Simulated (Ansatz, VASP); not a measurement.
# One calculation of Zr, two programs

Contents of INCAR:

```
SYSTEM = Zr
ALGO = Fast
EDIFF = 1E-6
ENCUT = 520
GGA = PE
ISIF = 2
ISMEAR = 0
LASPH = .True.
LCHARG = .False.
LREAL = .False.
LWAVE = .False.
NBANDS = 19
NELM = 100
PREC = Accurate
SIGMA = 0.1
```

File KPOINTS:

```
k-points
0
Gamma
  14 14 8
  0 0 0
```

Contents of POSCAR:

```
Zr
1.0
    3.3164826560      0.0000000000      0.0646399644
   -1.6582413280      2.8221402341     -0.0323199822
    0.1029400000      0.0000000000      5.1996023400
Zr
2
Direct
    0.3226151912      0.6452303825      0.2500000000
    0.6773848088      0.3547696175      0.7500000000
```

Input for Ansatz:

```yaml
crystal:
  lattice:
    - [3.316482656, 0.0, 0.0646399644]
    - [-1.658241328, 2.8221402341, -0.0323199822]
    - [0.10294, 0.0, 5.19960234]
  atoms:
    - { symbol: Zr, position: [0.3226151912, 0.6452303825, 0.25] }
    - { symbol: Zr, position: [0.6773848088, 0.3547696175, 0.75] }
basis:
  ecutwfc: 420
kpoints:
  mp_grid: { grid: [14, 14, 8] }
hamiltonian:
  xc: pbe
scf:
  occupations: { method: gaussian, width: 0.1 }
output:
  forces: true
  stress: true
  eigenvalues: true
  populations: true
```

Alike in both runs: task single point; functional PBE; k mesh 14 × 14 × 8; occupations gaussian, width 0.1 eV; no spin polarisation.

|  | VASP | Ansatz |
| --- | --- | --- |
| version | VASP 6.6.1 | Ansatz 0.2.0 |
| potentials or method | VASP PAW PBE potentials, release 64 (Zr_sv), cutoff 520 eV | scalar-relativistic, plane waves, PAW |
| valence electrons in the cell | 24 | 24 |

```tsv
	VASP	Ansatz	Ansatz less VASP
gap on the k mesh at the Fermi level (eV)	none	none	-
pressure (GPa)	-3.5	-3.5	-0.01
traceless stress, the component that is largest in VASP (GPa)	-1.10	-1.10	+0.005
rms of the force components (eV/Å)	0.060	0.060	-0.0005
```

Atom by atom the forces differ by 0.001 eV/Å (rms over components). A gap of «none» marks a metal or a gap that the smearing closes.
